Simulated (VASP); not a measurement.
Here is a VASP 6.6.1 calculation.

The input INCAR:

```
PREC = Accurate
ENCUT = 520
EDIFF = 1E-8
ISMEAR = -1
SIGMA = 0.01
LREAL = Auto
LASPH = T
NELM = 100
ALGO = Normal
ISIF = 2
LWAVE = F
LCHARG = F
GGA = PE
LEFG = T
NELECT = 288.0
NBANDS = 166
```

KPOINTS

```
Automatic mesh
0
Gamma
  3 3 2
```

The input POSCAR:

```
Cd16AsS15
1.0
    8.3000000000      0.0000000000      0.0000000000
   -4.1500000000      7.1880108514      0.0000000000
    0.0000000000      0.0000000000     13.4740000000
Cd As S
16 1 15
Direct
    0.1666666666      0.3333333334      0.0000000000
    0.1666666666      0.3333333334      0.5000000000
    0.1666666666      0.8333333334      0.0000000000
    0.1666666666      0.8333333334      0.5000000000
    0.6666666666      0.3333333334      0.0000000000
    0.6666666666      0.3333333334      0.5000000000
    0.6666666666      0.8333333334      0.0000000000
    0.6666666666      0.8333333334      0.5000000000
    0.3333333334      0.1666666666      0.2500000000
    0.3333333334      0.1666666666      0.7500000000
    0.3333333334      0.6666666666      0.2500000000
    0.3333333334      0.6666666666      0.7500000000
    0.8333333334      0.1666666666      0.2500000000
    0.8333333334      0.1666666666      0.7500000000
    0.8333333334      0.6666666666      0.2500000000
    0.8333333334      0.6666666666      0.7500000000
    0.1666666666      0.3333333334      0.1875000000
    0.1666666666      0.3333333334      0.6875000000
    0.1666666666      0.8333333334      0.1875000000
    0.1666666666      0.8333333334      0.6875000000
    0.6666666666      0.3333333334      0.1875000000
    0.6666666666      0.3333333334      0.6875000000
    0.6666666666      0.8333333334      0.1875000000
    0.6666666666      0.8333333334      0.6875000000
    0.3333333334      0.1666666666      0.4375000000
    0.3333333334      0.1666666666      0.9375000000
    0.3333333334      0.6666666666      0.4375000000
    0.3333333334      0.6666666666      0.9375000000
    0.8333333334      0.1666666666      0.4375000000
    0.8333333334      0.1666666666      0.9375000000
    0.8333333334      0.6666666666      0.4375000000
    0.8333333334      0.6666666666      0.9375000000
```

Potentials or basis: VASP PAW PBE potentials, release 64 (Cd, As, S).

The run is started by

```console
$ cat potpaw_PBE.64/Cd/POTCAR potpaw_PBE.64/As/POTCAR potpaw_PBE.64/S/POTCAR > POTCAR
$ mpirun -np 1 vasp_std > vasp.out
```

Estimate the largest force.

0.458 eV/Å.

Forces in eV/Å, atoms in the order of the input:
```
Cd   0.000  0.000  0.206
Cd   0.000  0.000 -0.267
Cd   0.054  0.031  0.127
Cd   0.079  0.046 -0.157
Cd   0.000 -0.062  0.127
Cd   0.000 -0.092 -0.157
Cd  -0.054  0.031  0.127
Cd  -0.079  0.046 -0.157
Cd  -0.165  0.095 -0.306
Cd   0.032 -0.018  0.098
Cd   0.000 -0.191 -0.306
Cd   0.000  0.037  0.098
Cd   0.165  0.095 -0.306
Cd  -0.032 -0.018  0.098
Cd   0.000  0.000 -0.290
Cd   0.000  0.000  0.004
As   0.000  0.000  0.162
S    0.000  0.000  0.071
S   -0.025 -0.014  0.039
S   -0.040 -0.023  0.068
S    0.000  0.028  0.039
S    0.000  0.047  0.068
S    0.025 -0.014  0.039
S    0.040 -0.023  0.068
S    0.125 -0.072  0.434
S    0.145 -0.084 -0.308
S    0.000  0.145  0.434
S    0.000  0.168 -0.308
S   -0.125 -0.072  0.434
S   -0.145 -0.084 -0.308
S    0.000  0.000  0.183
S    0.000  0.000 -0.054
```

Caveat: the cell carries a net charge on a neutralising background, which shifts energy and pressure; without QUAD_EFG the Cq values of the log hold for a quadrupole moment of 1 mb, not for the nuclei.
